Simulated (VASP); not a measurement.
# Li2Nb: relaxation of cell and atoms with PBE

Crystal: Li2Nb.

```
Li Nb
1.0
     2.78093    0.00000    0.00000
    -1.39046    2.40836    0.00000
     0.00000    0.00000    5.58854
Li Nb
2 1
Direct
  0.00000 0.00000 0.16058
  0.00000 0.00000 0.83942
  0.00000 0.00000 0.50000
```

| Item | Value |
| --- | --- |
| Program | VASP 6.6.1 |
| Task | relaxation of cell and atoms |
| Functional | PBE |
| Potentials or basis | VASP PAW PBE potentials, release 64 (Li_sv, Nb_sv) |
| Cutoff | 600 eV |
| k mesh | 9 × 9 × 4 |
| Occupations | gaussian, width 0.1 eV |
| Spin | no spin polarisation |
| Dipole correction | no |
| Further INCAR settings | ALGO = Normal; EDIFF = 1e-07; IBRION = 2; EDIFFG = -0.04; NSW = 90; ISIF = 3 |

```
Relaxed volume                         : 17.43 Å³/atom
Relaxed cell                           : a = 2.761 Å, b = 2.761 Å, c = 7.918 Å, α = 90.00°, β = 90.00°, γ = 120.00°
Space group after relaxing (to 0.05 Å) : P6/mmm (No. 191)
Energy gained by relaxing              : 1304.1 meV/atom
Ionic steps                            : 10
Pressure after relaxing                : 0.0 GPa
Largest force after relaxing           : 0.030 eV/Å
```

Forces on the atoms (eV/Å):
```
Li   0.000  0.000 -0.030
Li   0.000  0.000  0.030
Nb   0.000  0.000  0.000
```

Stress tensor (GPa, compression positive):
```
 0.08  0.00  0.00
 0.00  0.08  0.00
 0.00  0.00 -0.03
```

The path:
| step | energy change (eV) | largest force (eV/Å) | pressure (GPa) | volume (Å³) |
| --- | --- | --- | --- | --- |
| 1 | 0.0000 | 3.5809 | 33.72 | 37.43 |
| 2 | -3.5203 | 1.4210 | -0.09 | 51.56 |
| 3 | -3.5246 | 1.4412 | 1.47 | 50.21 |
| 4 | -3.5249 | 1.4361 | 0.34 | 51.17 |
| 5 | -3.7104 | 1.1863 | -0.18 | 51.87 |
| 6 | -3.8059 | 0.7229 | -0.37 | 52.64 |
| 7 | -3.9098 | 0.0148 | -0.54 | 52.76 |
| 8 | -3.9107 | 0.0463 | -0.53 | 52.77 |
| 9 | -3.9107 | 0.0599 | -0.52 | 52.77 |
| 10 | -3.9123 | 0.0297 | 0.04 | 52.29 |

Final structure:
```
Li Nb
1.0
     2.76143    0.00000    0.00000
    -1.38071    2.39147    0.00000
     0.00000    0.00000    7.91820
Li Nb
2 1
Direct
  0.00000 0.00000 0.15845
  0.00000 0.00000 0.84155
  0.00000 0.00000 0.50000
```

Levels at points of the mesh, in eV from the Fermi level:
```
           k point  band 8  band 9  band 10  band 11  band 12  band 13
(0.00, 0.00, 0.00)   -3.07   -1.80    -1.78     0.56     0.56     3.84
(0.00, 0.00, 0.50)   -3.15   -2.52    -0.70     0.56     0.56     4.07
```

Run time: 90 s on 1 thread of Intel(R) Xeon(R) 6975P-C (Granite Rapids), on a shared host, peak memory 0.18 GiB.

Caveat: the cutoff is under 1.25 times the usual one of these potentials, so pressure, stress and relaxed cells hold a basis-set (Pulay) error; the volume moved by over 15 % at a fixed basis, so the end points are rough.
